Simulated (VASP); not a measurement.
A run of VASP 6.6.1 is set up as follows.

The input INCAR:

```
SYSTEM = TiB4Mo
ALGO = Normal ; EDIFF = 1E-6
EDIFFG = -0.005 ; ENCUT = 600
GGA = CA ; IBRION = 2
ISIF = 3 ; ISMEAR = 0
LASPH = .True. ; LCHARG = .False.
LREAL = .False. ; LWAVE = .False.
NELM = 80 ; NSW = 70
PREC = Accurate ; SIGMA = 0.1
```

The input KPOINTS:

```
k-points
0
Gamma
  15 15 6
  0 0 0
```

Contents of POSCAR:

```
TiB4Mo
1.0
    3.0524874365      0.0000000000      0.0000000000
   -1.5262437182      2.6435316648      0.0000000000
    0.0000000000      0.0000000000      6.4268998534
Ti B Mo
1 4 1
Direct
    0.0000000000      0.0000000000      0.5000000000
    0.3333333333      0.6666666667      0.7443606942
    0.3333333333      0.6666666667      0.2556393058
    0.6666666667      0.3333333333      0.7443606942
    0.6666666667      0.3333333333      0.2556393058
    0.0000000000      0.0000000000      0.0000000000
```

Potentials or basis: VASP PAW LDA potentials, release 64 (Ti_sv, B, Mo_sv).

Command:

```bash
$ cat potpaw_LDA.64/Ti_sv/POTCAR potpaw_LDA.64/B/POTCAR potpaw_LDA.64/Mo_sv/POTCAR > POTCAR
$ mpirun -np 1 vasp_std > vasp.out
```

**Question.** Estimate the band gap on the k mesh.

**Answer.** Zero (bands 19 and 20 overlap by 1.84 eV).

**Question.** Estimate the relaxed volume.

**Answer.** 8.30 Å³/atom.

Step by step:
```csv
step,energy change (eV),largest force (eV/Å),pressure (GPa),volume (Å³)
1,0.0000,0.0024,-11.19,51.86
2,0.0495,0.1313,16.89,47.46
3,-0.0720,0.0535,-0.11,49.89
4,-0.0720,0.0545,0.10,49.85
5,-0.0738,0.0252,0.11,49.82
6,-0.0738,0.0174,0.11,49.81
7,-0.0739,0.0058,-0.08,49.85
8,-0.0739,0.0038,-0.13,49.85
9,-0.0739,0.0053,-0.13,49.85
10,-0.0739,0.0035,-0.01,49.83
```
